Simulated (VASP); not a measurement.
Input of a VASP 6.6.1 run:

INCAR

```
SYSTEM = C30O
ALGO = Normal
EDIFF = 1E-6
ENCUT = 520
GGA = CA
GGA_COMPAT = .FALSE.
ISIF = 2
ISMEAR = -1
LASPH = .TRUE.
LCHARG = .FALSE.
LREAL = Auto
LWAVE = .FALSE.
NBANDS = 84
NELECT = 128.0
NELM = 120
PREC = Accurate
SIGMA = 0.01
```

The input KPOINTS:

```
Automatic mesh
0
Gamma
  1 1 1
  0.25 0.25 0.25
```

The input POSCAR:

```
C30O
1.0
   -3.5716218665      3.5716218665      3.5716218665
    3.5716218665     -3.5716218665      3.5716218665
    3.5716218665      3.5716218665     -3.5716218665
C O
30 1
Direct
    0.0035343588     -0.0002511591      0.0043307407
    0.0035048326      0.2540428048      0.7551830481
   -0.0010481867      0.5012635108      0.4956382514
   -0.0037605383      0.7456405728      0.2489433589
    0.2504469069     -0.0024192301      0.7510822912
    0.2507316651      0.2494936268      0.4956639055
    0.2470003110      0.7427447185      0.0083648156
    0.5098115558      0.0065263369      0.4979812128
    0.4951308750      0.2467845705      0.2489603764
    0.4922001641      0.4975165509      0.0083874788
    0.5009713672      0.7514758991      0.7924570330
    0.7538230687      0.0043624473      0.2543318910
    0.7492112744      0.2540616882      0.0043097176
    0.7470547608      0.5009803007      0.7511004985
    0.7559911839      0.7603395608      0.4980019221
    0.0011733875      0.0010560729      0.7521216836
    0.0003176511      0.2508595089      0.4991464789
   -0.0235177336      0.5005383276      0.2476551222
   -0.0029361830      0.7453865846     -0.0007597270
    0.2516850433     -0.0045988042      0.5023060769
    0.2500237943      0.2270219094      0.2476788162
    0.2470104067      0.4975369379     -0.0103624876
    0.2560388493      0.7485854219      0.7496816432
    0.5032799041      0.0036292875      0.2493608168
    0.4948603460      0.2475963114     -0.0007551929
    0.4980605568      0.5065698526      0.7496797370
    0.7490314895     -0.0004389599      0.0030974575
    0.7505126320      0.2517058568      0.7521006107
    0.7448644403      0.5022487262      0.5023354713
    0.7530734116      0.7537965855      0.2493629680
    0.5207482982      0.7713223070      0.4662390892
```

Potentials or basis: VASP PAW LDA potentials, release 64 (C, O).

Command:

```console
$ cat potpaw_LDA.64/C/POTCAR potpaw_LDA.64/O/POTCAR > POTCAR
$ mpirun -np 1 vasp_std > vasp.out
```

(1) Estimate the largest force.

Results:

(1) 0.346 eV/Å.

Caveat: the k points lie up to 1.24 Å⁻¹ apart, too coarse for converged energies, forces and pressures; the cell carries a net charge on a neutralising background, which shifts energy and pressure.
